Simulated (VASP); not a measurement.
A run of VASP 6.6.1 is set up as follows.

The input INCAR:

```
SYSTEM = Bi
PREC = Accurate
ENCUT = 520
EDIFF = 1E-6
ISMEAR = 0
SIGMA = 0.05
LREAL = .FALSE.
LASPH = .TRUE.
NELM = 60
ALGO = Normal
ISIF = 2
LWAVE = .FALSE.
LCHARG = .FALSE.
GGA = CA
NBANDS = 22
```

KPOINTS

```
Automatic mesh
0
G
  6 6 6
  0 0 0
```

POSCAR

```
Bi
1.0
    2.2435720234      1.2953269116      3.8763764003
   -2.2435720234      1.2953269116      3.8763764003
    0.0000000000     -2.5906538233      3.8763764003
Bi
2
Direct
    0.2352864984      0.2352864984      0.2352864984
    0.7647135016      0.7647135016      0.7647135016
```

Potentials or basis: VASP PAW LDA potentials, release 64 (Bi_d).

The run is started by

```console
$ cat potpaw_LDA.64/Bi_d/POTCAR > POTCAR
$ mpirun -np 1 vasp_std > vasp.out
```

**Question.** Predict the pressure.

**Answer.** 0.1 GPa.

**Question.** Estimate the largest force.

**Answer.** 0.020 eV/Å.

**Question.** Predict the band gap on the k mesh.

**Answer.** Zero (band 15 reaches 6.47 eV, above the bottom of band 16 at 6.31 eV).

Forces in eV/Å, atoms in the order of the input:
```
Bi   0.000  0.000  0.020
Bi   0.000  0.000 -0.020
```

Caveat: spin-orbit coupling is left out, which moves the levels of the heavy elements.
